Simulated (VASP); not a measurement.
# Sn (Im-3m) in VASP: notebook

Sn is run at these levels: LDA; tasks: single point, relaxation of cell and atoms.

All numbers are computed with VASP 6.6.1; they aren't measurements. Logs are shortened: lines on timing, memory, paths and dates and some standing lists are left out, and cuts for length are marked.

### 1 The cell of the first run

Symmetry: Im-3m, No. 229, cubic system. Conventional cell: a = 3.711 Å, b = 3.711 Å, c = 3.711 Å, α = 90.00°, β = 90.00°, γ = 90.00°. Sn (site symmetry m-3m) has 14 Sn at 3.21 to 3.71 Å within 4.2 Å.

This isn't the form of Sn at room conditions, which is tetragonal (white tin).

### 2 Single point, LDA

The input, INCAR:

```
SYSTEM = Sn
  PREC = Accurate
  ENCUT = 520
  EDIFF = 1E-7
  ISMEAR = -1
  SIGMA = 0.1
  LREAL = .FALSE.
  LASPH = .TRUE.
  NELM = 100
  ALGO = Normal
  ISIF = 2
  LWAVE = .FALSE.
  LCHARG = .FALSE.
  NBANDS = 13
```

The input, KPOINTS:

```
regular mesh
0
G
  16 16 16
  0 0 0
```

The input, POSCAR:

```
Sn
1.0
   -1.8553352404      1.8553352404      1.8553352404
    1.8553352404     -1.8553352404      1.8553352404
    1.8553352404      1.8553352404     -1.8553352404
Sn
1
Direct
    0.0000000000      0.0000000000      0.0000000000
```

Potentials or basis: VASP PAW LDA potentials, release 64 (Sn_d).

Command:

```bash
> cat potpaw_LDA.64/Sn_d/POTCAR > POTCAR
> mpirun -np 1 vasp_std > vasp.out
```

OUTCAR:

```text
SYSTEM = Sn
   PREC = Accurate
   ENCUT = 520
   EDIFF = 1E-7
   ISMEAR = -1
   LREAL = .FALSE.
   LASPH = .TRUE.
   NELM = 100
   ISIF = 2

 ion  position               nearest neighbor table
   1  0.000  0.000  0.000-

  LATTYP: Found a body centered cubic cell.
 ALAT       =     3.7106704808

  Lattice vectors:

 A1 = (  -1.8553352404,   1.8553352404,   1.8553352404)
 A2 = (   1.8553352404,  -1.8553352404,   1.8553352404)
 A3 = (   1.8553352404,   1.8553352404,  -1.8553352404)

Analysis of symmetry for initial positions (statically):
=====================================================================
 Subroutine PRICEL returns:
 Original cell was already a primitive cell.

 Routine SETGRP: Setting up the symmetry group for a
 body centered cubic supercell.

 Subroutine GETGRP returns: Found 48 space group operations
 (whereof 48 operations were pure point group operations)
 out of a pool of 48 trial point group operations.

The static configuration has the point symmetry O_h .

Analysis of symmetry for dynamics (positions and initial velocities):
=====================================================================
 Subroutine PRICEL returns:
 Original cell was already a primitive cell.

 Routine SETGRP: Setting up the symmetry group for a
 body centered cubic supercell.

 Subroutine GETGRP returns: Found 48 space group operations
 (whereof 48 operations were pure point group operations)
 out of a pool of 48 trial point group operations.

The dynamic configuration has the point symmetry O_h .

 Subroutine INISYM returns: Found 48 space group operations
 (whereof 48 operations are pure point group operations),
 and found     1 'primitive' translations

----------------------------------------------------------------------------------------

                                     Primitive cell

  volume of cell :      25.5463

  direct lattice vectors                    reciprocal lattice vectors
    -1.855335240  1.855335240  1.855335240     0.000000000  0.269493075  0.269493075
     1.855335240 -1.855335240  1.855335240     0.269493075  0.000000000  0.269493075
     1.855335240  1.855335240 -1.855335240     0.269493075  0.269493075  0.000000000

  length of vectors
     3.213534901  3.213534901  3.213534901     0.381120762  0.381120762  0.381120762

  position of ions in fractional coordinates (direct lattice)
     0.000000000  0.000000000  0.000000000

  ion indices of the primitive-cell ions
   primitive index   ion index
                 1           1

----------------------------------------------------------------------------------------

 KPOINTS: regular mesh

Automatic generation of k-mesh.
 Grid dimensions read from file:
 generate k-points for:   16   16   16

 Generating k-lattice:

  Cartesian coordinates                     Fractional coordinates (reciprocal lattice)
     0.000000000  0.016843317  0.016843317     0.062500000  0.000000000  0.000000000
     0.016843317  0.000000000  0.016843317     0.000000000  0.062500000  0.000000000
     0.016843317  0.016843317  0.000000000     0.000000000  0.000000000  0.062500000

  Length of vectors
     0.023820048  0.023820048  0.023820048

  Shift w.r.t. Gamma in fractional coordinates (k-lattice)
     0.000000000  0.000000000  0.000000000

 Subroutine IBZKPT returns following result:
 ===========================================

 Found    145 irreducible k-points:

 Following reciprocal coordinates:
            Coordinates               Weight
  0.000000  0.000000  0.000000      1.000000
  0.062500  0.000000  0.000000     12.000000
  0.125000  0.000000  0.000000     12.000000
  0.187500  0.000000  0.000000     12.000000
  0.250000  0.000000  0.000000     12.000000
  0.312500  0.000000  0.000000     12.000000
[... 16 lines left out ...]
  0.187500  0.187500  0.000000     24.000000
  0.250000  0.187500  0.000000     48.000000
 [... further k-points ...]
   k-points           NKPTS =    145   k-points in BZ     NKDIM =    145   number of bands    NBANDS=     13
   number of dos      NEDOS =    301   number of ions     NIONS =      1
   total plane-waves  NPLWV =  13824
   dimension x,y,z NGX =    24 NGY =   24 NGZ =   24
   dimension x,y,z NGXF=    48 NGYF=   48 NGZF=   48
   ions per type =               1
   NGX,Y,Z   is equivalent  to a cutoff of  12.42, 12.42, 12.42 a.u.
   NGXF,Y,Z  is equivalent  to a cutoff of  24.83, 24.83, 24.83 a.u.
 SYSTEM =  Sn
   PREC   = accura    normal or accurate (medium, high low for compatibility)
   ISTART =      0    job   : 0-new  1-cont  2-samecut
   ICHARG =      2    charge: 1-file 2-atom 10-const
   ISPIN  =      1    spin polarized calculation?
   LNONCOLLINEAR =      F non collinear calculations
   LSORBIT =      F    spin-orbit coupling
   LASPH  =      T    aspherical Exc in radial PAW
   ENCUT  =  520.0 eV  38.22 Ry    6.18 a.u.   5.98  5.98  5.98*2*pi/ulx,y,z
   NELM   =    100;   NELMIN=  2; NELMDL= -5     # of ELM steps
   EDIFF  = 0.1E-06   stopping-criterion for ELM
   LREAL  =      F    real-space projection
   EDIFFG = 0.1E-05   stopping-criterion for IOM
   NSW    =      0    number of steps for IOM
   IBRION =     -1    ionic relax: 0-MD 1-quasi-New 2-CG
   NFREE  =      0    steps in history (QN), initial steepest desc. (CG)
   ISIF   =      2    stress and relaxation
   ISYM   =      2    0-nonsym 1-usesym 2-fastsym
   POTIM  = 0.5000    time-step for ionic-motion
   TEBEG  =    0.0;   TEEND  =   0.0 temperature during run
   PSTRESS=    0.0 pullay stress
   NELECT =      14.0000    total number of electrons
   NUPDOWN=      -1.0000    fix difference up-down
   EMIN   =  10.00;   EMAX   =-10.00  energy-range for DOS
   EFERMI =   0.00;   METHOD = LEGACY
   ISMEAR =    -1;   SIGMA  =   0.10  broadening in eV -4-tet -1-fermi 0-gaus
   EFERMI_NEDOS =   21; number of points for ismear=-14 and -15
   IALGO  =     38    algorithm
   IMIX   =      4    mixing-type and parameters
     AMIX     =   0.40;   BMIX     =  1.00
     AMIX_MAG =   1.60;   BMIX_MAG =  1.00
  volume/ion in A,a.u.               =      25.55       172.39
  Fermi-wavevector in a.u.,A,eV,Ry     =   1.339703  2.531671 24.419784  1.794803
  Thomas-Fermi vector in A             =   2.468074
   LORBIT       =      0    0 simple, 1 ext, 2 COOP (PROOUT), +10 PAW based schemes
   GGA     = CA    functional components
   LHFCALC =     F    Hartree Fock is set to
   AEXX    =    0.0000 exact exchange contribution
   IVDW    =     0    specifies the selected vdW correction
   LEPSILON=     F    determine dielectric tensor
   LRPA    =     F    only Hartree local field effects (RPA)
 non-spin polarized calculation
  energy-cutoff  :      520.00
  volume of cell :       25.55
 maximum number of plane-waves:       703
   NGX = 11   NGY = 11   NGZ = 11

 number of electron      13.9999995 magnetization

 Free energy of the ion-electron system (eV)
  ---------------------------------------------------
  ext. energy  EPLUGINS =         0.00000000
  ---------------------------------------------------
  free energy    TOTEN  =        -4.44794168 eV

  energy without entropy =       -4.42693949  energy(sigma->0) =       -4.43744058

 E-fermi :   8.5488     XC(G=0): -10.8993

 val. band max:        8.5486666079   @ k =   0.2500   0.1875   0.1250
 cond. band min:       8.6187432543   @ k =  -0.4375   0.5000   0.2500
 fundamental gap:      0.0700766464
 Fermi energy:         8.5487981486

 k-point     1 :       0.0000    0.0000    0.0000
  band No.  band energies     occupation
      1     -12.9046      2.00000
      2     -12.9046      2.00000
      3     -12.9046      2.00000
      4     -12.7345      2.00000
      5     -12.7345      2.00000
      6      -2.9756      2.00000
      7      17.0086      0.00000
      8      17.0086      0.00000
      9      17.0086      0.00000
     10      20.9250      0.00000
     11      20.9250      0.00000
     12      20.9250      0.00000
     13      21.8607      0.00000

 k-point     2 :       0.0625    0.0000    0.0000
  band No.  band energies     occupation
      1     -12.9068      2.00000
      2     -12.9015      2.00000
      3     -12.8946      2.00000
      4     -12.7370      2.00000
      5     -12.7348      2.00000
      6      -2.8860      2.00000
      7      16.2104      0.00000
      8      16.6327      0.00000
      9      16.8797      0.00000
     10      19.9962      0.00000
     11      20.2836      0.00000
     12      20.7413      0.00000
     13      22.3868      0.00000

 k-point     3 :       0.1250    0.0000    0.0000
  band No.  band energies     occupation
      1     -12.9131      2.00000
      2     -12.8934      2.00000
      3     -12.8657      2.00000
      4     -12.7436      2.00000
      5     -12.7355      2.00000
      6      -2.6169      2.00000
      7      14.3941      0.00000
      8      15.8016      0.00000
      9      16.5081      0.00000
     10      19.1093      0.00000
     11      19.4639      0.00000
     12      20.6092      0.00000
     13      22.7326      0.00000
[... 305 lines left out ...]
 k-point    23 :       0.1875    0.1875    0.0000
  band No.  band energies     occupation
      1     -12.9232      2.00000
      2     -12.8711      2.00000
      3     -12.7641      2.00000
      4     -12.7478      2.00000
      5     -12.7197      2.00000
      6      -0.5529      2.00000
      7       9.0465      0.01369
      8      10.7352      0.00000
      9      14.0035      0.00000
     10      19.0442      0.00000
     11      19.4209      0.00000
     12      22.4287      0.00000
     13      24.1118      0.00000

 k-point    24 :       0.2500    0.1875    0.0000
  band No.  band energies     occupation
      1     -12.9270      2.00000
      2     -12.8608      2.00000
      3     -12.7612      2.00000
      4     -12.7510      2.00000
      5     -12.6947      2.00000
      6       0.3280      2.00000
      7       7.5909      1.99986
      8       9.7693      0.00001
      9      13.5504      0.00000
     10      18.8447      0.00000
     11      19.9927      0.00000
     12      22.6584      0.00000
     13      25.3895      0.00000

 [... further k-points ...]
[... 5 lines left out ...]
  --------------------------------------------------------------------------------------
  -------------------------------------------------------------------------------------
  Total       -0.0021957     -0.0021957     -0.0021957      0.0000000      0.0000000     -0.0000000
  in kB       -0.1377042     -0.1377042     -0.1377042      0.0000000      0.0000000     -0.0000000
  external PRESSURE =      -0.1377042 kB  Pullay stress =       0.0000000 kB

 VOLUME and BASIS-vectors are now :
 -----------------------------------------------------------------------------
  energy-cutoff  :      520.00
  volume of cell :       25.55
      direct lattice vectors                 reciprocal lattice vectors
    -1.855335240  1.855335240  1.855335240     0.000000000  0.269493075  0.269493075
     1.855335240 -1.855335240  1.855335240     0.269493075  0.000000000  0.269493075
     1.855335240  1.855335240 -1.855335240     0.269493075  0.269493075  0.000000000

 POSITION                                       TOTAL-FORCE (eV/Angst)
 -----------------------------------------------------------------------------------
      0.00000      0.00000      0.00000        -0.000000     -0.000000      0.000000
 -----------------------------------------------------------------------------------
    total drift:                                0.000000      0.000000      0.000000

  FREE ENERGIE OF THE ION-ELECTRON SYSTEM (eV)
  ---------------------------------------------------
  free  energy   TOTEN  =        -4.4479416761 eV

  energy  without entropy=       -4.4269394887  energy(sigma->0) =       -4.43744058
```

Wall time 9.5 s (1 thread of Intel Xeon 6975P-C (Granite Rapids), shared host); peak memory 0.15 GiB.

What came out:

```
Free energy            : -4.4479 eV
Pressure               : 0.0 GPa
Band gap on the k mesh : zero (bands 7 and 8 overlap by 10.97 eV)
```

Caveat: spin-orbit coupling is left out, which moves the levels of the heavy elements.

(Continued in part 2 of 2.)

The gap in the log of VASP goes by the Fermi energy; the results here count the filled bands.